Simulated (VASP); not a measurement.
MnO:

```
Mn O
1.0
     1.57461    0.90910    2.53047
    -1.57461    0.90910    2.53047
     0.00000   -1.81820    2.53047
Mn O
1 1
Cartesian
  1.5746 0.9091 2.5305
  0.0000 0.0000 3.7957
```

Base run:

- Program: VASP 6.6.1
- Functional: PBE
- Potentials or basis: VASP PAW PBE potentials, release 64 (Mn_pv, O)
- Cutoff: 520 eV
- k mesh: 12 × 12 × 12
- Occupations: gaussian, width 0.05 eV
- Spin: collinear spin, ferromagnetic start
- Starting moments: [5.0, 0.0] μB
- Hubbard terms: Mn d U = 3.9 eV

Its results: band gap on the k mesh 0.21 eV (least direct gap 2.71 eV); pressure 9.6 GPa; net moment 5.00 μB per cell; site moments Mn +4.62; O +0.16 μB.

The run is repeated on the same cell with these changes: k mesh from 12 × 12 × 12 to 5 × 5 × 5. What comes out?

Band gap on the k mesh 0.40 eV (least direct gap 2.71 eV); pressure 9.6 GPa; net moment 5.00 μB per cell; site moments Mn +4.62; O +0.16 μB.

Caveats: some runs use coarse meshes; a cell with one magnetic atom can't hold antiferromagnetic order, which such compounds often take; the cell stands under pressure (at least some runs); an odd mesh through Γ misses points on the zone boundary, where band edges can lie (at least some runs).
